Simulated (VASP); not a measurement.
# BeSe (F-43m) in VASP: further runs

BeSe is run at these levels: r2SCAN; tasks: elastic constants.

All numbers are computed with VASP 6.6.1; they aren't measurements. Logs are shortened: lines on timing, memory, paths and dates and some standing lists are left out, and cuts for length are marked.

## Step 1: The cell of the first run

It takes space group F-43m (No. 216, cubic). Conventional cell: a = 4.922 Å, b = 4.922 Å, c = 4.922 Å, α = 90.00°, β = 90.00°, γ = 90.00°. Be (site symmetry -43m) has 4 Se at 2.13 Å within 2.8 Å. Se (site symmetry -43m) has 4 Be at 2.13 Å within 2.8 Å.

## Step 2: Elastic constants, r2SCAN

Contents of INCAR:

```
SYSTEM = BeSe
PREC     = Accurate       ! precision mode
ENCUT    = 660            ! plane-wave cutoff, eV
EDIFF    = 1E-8           ! SCF threshold, eV
ISMEAR   = 0              ! smearing method
SIGMA    = 0.01           ! smearing width, eV
LREAL    = .False.        ! projectors in reciprocal space
LASPH    = .True.         ! aspherical terms in the spheres
NELM     = 120            ! most SCF steps
ALGO     = Normal         ! electronic algorithm
ISIF     = 3              ! what is computed and relaxed
LWAVE    = .False.        ! write WAVECAR
LCHARG   = .True.         ! write CHGCAR
METAGGA  = R2SCAN         ! meta-GGA
LMIXTAU  = .True.       
NBANDS   = 11             ! bands
IBRION   = 6              ! ionic algorithm
NFREE    = 2            
POTIM    = 0.015          ! step
NSW      = 1              ! ionic steps
GGA_COMPAT= .False.
```

Contents of KPOINTS:

```
regular mesh
0
Gamma
  8 8 8
  0 0 0
```

Contents of POSCAR:

```
BeSe
1.0
    0.0000000000      2.4608651020      2.4608651020
    2.4608651020      0.0000000000      2.4608651020
    2.4608651020      2.4608651020      0.0000000000
Be Se
1 1
Direct
    0.0000000000      0.0000000000      0.0000000000
    0.7500000000      0.7500000000      0.7500000000
```

Potentials or basis: VASP PAW PBE potentials, release 64 (Be, Se).

Command:

```sh
cat potpaw_PBE.64/Be/POTCAR potpaw_PBE.64/Se/POTCAR > POTCAR
mpirun -np 1 vasp_std > vasp.out
```

OUTCAR:

```text
SYSTEM = BeSe
   PREC = Accurate
   ENCUT = 660
   EDIFF = 1E-8
   ISMEAR = 0
   LREAL = .False.
   LASPH = .True.
   NELM = 120
   ISIF = 3
   METAGGA = R2SCAN
   IBRION = 6
   NFREE = 2
   POTIM = 0.015
   NSW = 1

 ion  position               nearest neighbor table
   1  0.000  0.000  0.000-   2 2.13   2 2.13   2 2.13   2 2.13
   2  0.750  0.750  0.750-   1 2.13   1 2.13   1 2.13   1 2.13

  LATTYP: Found a face centered cubic cell.
 ALAT       =     4.9217302040

  Lattice vectors:

 A1 = (   0.0000000000,   2.4608651020,   2.4608651020)
 A2 = (   2.4608651020,   0.0000000000,   2.4608651020)
 A3 = (   2.4608651020,   2.4608651020,   0.0000000000)

Analysis of symmetry for initial positions (statically):
=====================================================================
 Subroutine PRICEL returns:
 Original cell was already a primitive cell.

 Routine SETGRP: Setting up the symmetry group for a
 face centered cubic supercell.

 Subroutine GETGRP returns: Found 24 space group operations
 (whereof 24 operations were pure point group operations)
 out of a pool of 48 trial point group operations.

The static configuration has the point symmetry T_d .

Analysis of symmetry for dynamics (positions and initial velocities):
=====================================================================
 Subroutine PRICEL returns:
 Original cell was already a primitive cell.

 Routine SETGRP: Setting up the symmetry group for a
 face centered cubic supercell.

 Subroutine GETGRP returns: Found 24 space group operations
 (whereof 24 operations were pure point group operations)
 out of a pool of 48 trial point group operations.

The dynamic configuration has the point symmetry T_d .

 Subroutine INISYM returns: Found 24 space group operations
 (whereof 24 operations are pure point group operations),
 and found     1 'primitive' translations

----------------------------------------------------------------------------------------

                                     Primitive cell

  volume of cell :      29.8053

  direct lattice vectors                    reciprocal lattice vectors
     0.000000000  2.460865102  2.460865102    -0.203180581  0.203180581  0.203180581
     2.460865102  0.000000000  2.460865102     0.203180581 -0.203180581  0.203180581
     2.460865102  2.460865102  0.000000000     0.203180581  0.203180581 -0.203180581

  length of vectors
     3.480188802  3.480188802  3.480188802     0.351919089  0.351919089  0.351919089

  position of ions in fractional coordinates (direct lattice)
     0.000000000  0.000000000  0.000000000
     0.750000000  0.750000000  0.750000000

  ion indices of the primitive-cell ions
   primitive index   ion index
                 1           1
                 2           2

----------------------------------------------------------------------------------------

 KPOINTS: regular mesh

Automatic generation of k-mesh.
 Grid dimensions read from file:
 generate k-points for:    8    8    8

 Generating k-lattice:

  Cartesian coordinates                     Fractional coordinates (reciprocal lattice)
    -0.025397573  0.025397573  0.025397573     0.125000000  0.000000000  0.000000000
[... 112 lines left out ...]

  FORCE on cell =-STRESS in cart. coord.  units (eV):
  Direction    XX          YY          ZZ          XY          YZ          ZX
  --------------------------------------------------------------------------------------
  -------------------------------------------------------------------------------------
  Total        2.8672463      2.8672463      2.8672463      0.0000000      0.0000000      0.0000000
  in kB      154.1282219    154.1282219    154.1282219      0.0000000      0.0000000      0.0000000
  external PRESSURE =     154.1282219 kB  Pullay stress =       0.0000000 kB
[... 89 lines left out ...]
  FREE ENERGIE OF THE ION-ELECTRON SYSTEM (eV)
  ---------------------------------------------------
  free  energy   TOTEN  =       -20.2813362970 eV

  energy  without entropy=      -20.2813362970  energy(sigma->0) =      -20.28133630

[... ionic steps 4 to 14 ...]

--------------------------------------- Ionic step       15  -------------------------------------------

 number of electron       8.0000000 magnetization

------------------------ aborting loop because EDIFF is reached ----------------------------------------
[... 67 lines left out ...]
--------------------------------------- Ionic step       17  -------------------------------------------

 number of electron       8.0000000 magnetization

 Free energy of the ion-electron system (eV)
  ---------------------------------------------------
  ext. energy  EPLUGINS =         0.00000000
  ---------------------------------------------------
  free energy    TOTEN  =       -20.32721151 eV

  energy without entropy =      -20.32721151  energy(sigma->0) =      -20.32721151

 E-fermi :   4.6625     XC(G=0): -10.4319

 val. band max:        4.5350922707   @ k =   0.0000   0.0000   0.0000
 cond. band min:       7.2491580253   @ k =   0.5000   0.5000   0.0000
 fundamental gap:      2.7140657546
 Fermi energy:         4.6625049783

 k-point     1 :       0.0000    0.0000    0.0000
  band No.  band energies     occupation
      1     -10.8377      2.00000
      2       4.4183      2.00000
      3       4.4782      2.00000
      4       4.5351      2.00000
      5       9.9608      0.00000
      6       9.9868      0.00000
      7      10.0168      0.00000
      8      10.7127      0.00000
      9      17.9965      0.00000
     10      17.9971      0.00000
     11      18.2534      0.00000
[... 309 lines left out ...]
 k-point    24 :      -0.3750    0.2500    0.1250
  band No.  band energies     occupation
      1      -8.7306      2.00000
      2      -1.7419      2.00000
      3       1.0682      2.00000
      4       2.1451      2.00000
      5      10.4504      0.00000
      6      11.1205      0.00000
      7      14.1772      0.00000
      8      15.6357      0.00000
      9      16.0962      0.00000
     10      20.6826      0.00000
     11      21.0610      0.00000

 [... further k-points ...]

------------------------ aborting loop because EDIFF is reached ----------------------------------------

  FORCE on cell =-STRESS in cart. coord.  units (eV):
  Direction    XX          YY          ZZ          XY          YZ          ZX
  --------------------------------------------------------------------------------------
  -------------------------------------------------------------------------------------
  Total        2.8679952      2.8708315      2.8708315      0.0000000     -0.1260286      0.0000000
  in kB      154.1684797    154.3209442    154.3209442      0.0000000     -6.7746416      0.0000000
  external PRESSURE =     154.2701227 kB  Pullay stress =       0.0000000 kB
[... 17 lines left out ...]
  FREE ENERGIE OF THE ION-ELECTRON SYSTEM (eV)
  ---------------------------------------------------
  free  energy   TOTEN  =       -20.3272115102 eV

  energy  without entropy=      -20.3272115102  energy(sigma->0) =      -20.32721151

 INTERNAL STRAIN TENSORS FROM STRAINED CELLS
 ============================================

 INTERNAL STRAIN TENSOR FOR ION    1 for displacements in x,y,z  (eV/Angst):
          X           Y           Z          XY          YZ          ZX
  --------------------------------------------------------------------------------
  x    -0.00000    -0.00000    -0.00000     0.00000    -8.40069     0.00000
  y    -0.00000    -0.00000    -0.00000     0.00000    -0.00000    -8.40100
  z    -0.00000    -0.00000    -0.00000    -8.40126    -0.00000     0.00000

 INTERNAL STRAIN TENSORS FROM DISPLACED ATOMS
 ============================================

 INTERNAL STRAIN TENSOR FOR ION    1 for displacements in x,y,z  (eV/Angst):
          X           Y           Z          XY          YZ          ZX
  --------------------------------------------------------------------------------
  x     0.00000     0.00000     0.00000     0.00000    -8.40078     0.00000
  y     0.00000     0.00000     0.00000     0.00000     0.00000    -8.40078
  z     0.00000     0.00000     0.00000    -8.40078     0.00000     0.00000

 INTERNAL STRAIN TENSOR FOR ION    2 for displacements in x,y,z  (eV/Angst):
          X           Y           Z          XY          YZ          ZX
  --------------------------------------------------------------------------------
  x    -0.00000     0.00000     0.00000     0.00000     8.40283     0.00000
  y     0.00000    -0.00000     0.00000     0.00000     0.00000     8.40283
  z     0.00000     0.00000    -0.00000     8.40283     0.00000     0.00000

 Eigenvectors and eigenvalues of the dynamical matrix
 ----------------------------------------------------

   1 f  =   17.984681 THz   113.001083 2PiTHz  599.904384 cm-1    74.378631 meV
             X         Y         Z           dx          dy          dz
      0.000000  0.000000  0.000000     0.000000    0.946173    0.047875
      3.691298  3.691298  3.691298     0.000000   -0.319692   -0.016176
[... 21 lines left out ...]
   6 f/i=    0.000381 THz     0.002392 2PiTHz    0.012698 cm-1     0.001574 meV
             X         Y         Z           dx          dy          dz
      0.000000  0.000000  0.000000    -0.021636    0.105579    0.301413
      3.691298  3.691298  3.691298    -0.064036    0.312477    0.892072

--------------------------------------------------------------------------------------------------------

 ELASTIC MODULI CONTR FROM IONIC RELAXATION (kBar)
 Direction    XX          YY          ZZ          XY          YZ          ZX
 --------------------------------------------------------------------------------
 XX          -0.0000      0.0000      0.0000     -0.0000      0.0000     -0.0000
 YY           0.0000     -0.0000      0.0000     -0.0000     -0.0000      0.0000
 ZZ           0.0000      0.0000     -0.0000      0.0000     -0.0000     -0.0000
 XY          -0.0000     -0.0000      0.0000   -354.4110      0.0000      0.0000
 YZ           0.0000     -0.0000     -0.0000      0.0000   -354.4110     -0.0000
 ZX          -0.0000      0.0000     -0.0000      0.0000     -0.0000   -354.4110
 --------------------------------------------------------------------------------

 TOTAL ELASTIC MODULI (kBar)
 Direction    XX          YY          ZZ          XY          YZ          ZX
 --------------------------------------------------------------------------------
 XX        1785.2107    889.1884    889.1884     -0.0000      0.0000     -0.0000
 YY         889.1884   1785.2107    889.1884      0.0000     -0.0000     -0.0000
 ZZ         889.1884    889.1884   1785.2107      0.0000      0.0000      0.0000
 XY          -0.0000      0.0000      0.0000    883.4086      0.0000      0.0000
 YZ           0.0000     -0.0000      0.0000      0.0000    883.4086     -0.0000
 ZX          -0.0000     -0.0000      0.0000      0.0000     -0.0000    883.4086
 --------------------------------------------------------------------------------
```

Run time: 33 min. Hardware: 1 thread of Intel Xeon Platinum 8488C (Sapphire Rapids), shared host; peak memory 0.28 GiB.

Results:

```yaml
Elastic_constants_C11_C12_C44: 179, 89, 88 GPa
Voigt_bulk_modulus: 119 GPa
Highest_phonon_frequency_at_Γ_LO-TO_splitting_left_out: 600 cm⁻¹
```

Phonon frequencies in cm⁻¹ (negative: imaginary):
| q point | frequencies |
| --- | --- |
| (0.000, 0.000, 0.000) | 0 0 0 600 600 600 |

Elastic tensor in Voigt notation (GPa, in the Cartesian axes of the cell as first typed):
```
179  89  89   0   0   0
 89 179  89   0   0   0
 89  89 179   0   0   0
  0   0   0  88   0   0
  0   0   0   0  88   0
  0   0   0   0   0  88
```

Clamped-ion elastic tensor (GPa):
```
179  89  89   0   0   0
 89 179  89   0   0   0
 89  89 179   0   0   0
  0   0   0 124   0   0
  0   0   0   0 124   0
  0   0   0   0   0 124
```

Caveat: the cell is under stress, which shifts elastic constants; the PAW data sets were made with another functional, which shifts forces and pressure a little.

## Step 3: Elastic constants, r2SCAN

This run uses another cell than the first one, of 17.19 Å³/atom.

Contents of INCAR:

```
SYSTEM = BeSe
ALGO = Normal
EDIFF = 1E-8
ENCUT = 660
GGA_COMPAT = .False.
IBRION = 6
ISIF = 3
ISMEAR = 0
LASPH = .True.
LCHARG = .True.
LMIXTAU = .True.
LREAL = .False.
LWAVE = .False.
METAGGA = R2SCAN
NBANDS = 11
NELM = 120
NFREE = 2
NSW = 1
POTIM = 0.015
PREC = Accurate
SIGMA = 0.01
```

Contents of KPOINTS:

```
k-points
0
Gamma
  8 8 8
  0 0 0
```

Contents of POSCAR:

```
BeSe
1.0
    0.0000000000      2.5809917128      2.5809917128
    2.5809917128      0.0000000000      2.5809917128
    2.5809917128      2.5809917128      0.0000000000
Be Se
1 1
Direct
    0.0000000000      0.0000000000      0.0000000000
    0.7500000000      0.7500000000      0.7500000000
```

Potentials or basis: VASP PAW PBE potentials, release 64 (Be, Se).

Command:

```sh
cat potpaw_PBE.64/Be/POTCAR potpaw_PBE.64/Se/POTCAR > POTCAR
mpirun -np 1 vasp_std > vasp.out
```

Run time: 19 min. Hardware: 1 thread of Intel Xeon 6975P-C (Granite Rapids), shared host; peak memory 0.31 GiB.

The run converged. Its results:

```yaml
Elastic_constants_C11_C12_C44: 135, 54, 71 GPa
Voigt_bulk_modulus: 81 GPa
Highest_phonon_frequency_at_Γ_LO-TO_splitting_left_out: 496 cm⁻¹
```

Phonon frequencies in cm⁻¹ (negative: imaginary):
```csv
q point,frequencies
"(0.000, 0.000, 0.000)",0 0 0 496 496 496
```

Elastic tensor in Voigt notation (GPa, in the Cartesian axes of the cell as first typed):
```
135  54  54   0   0   0
 54 135  54   0   0   0
 54  54 135   0   0   0
  0   0   0  71   0   0
  0   0   0   0  71   0
  0   0   0   0   0  71
```

Clamped-ion elastic tensor (GPa):
```
135  54  54   0   0   0
 54 135  54   0   0   0
 54  54 135   0   0   0
  0   0   0  80   0   0
  0   0   0   0  80   0
  0   0   0   0   0  80
```

Caveat: the PAW data sets were made with another functional, which shifts forces and pressure a little.
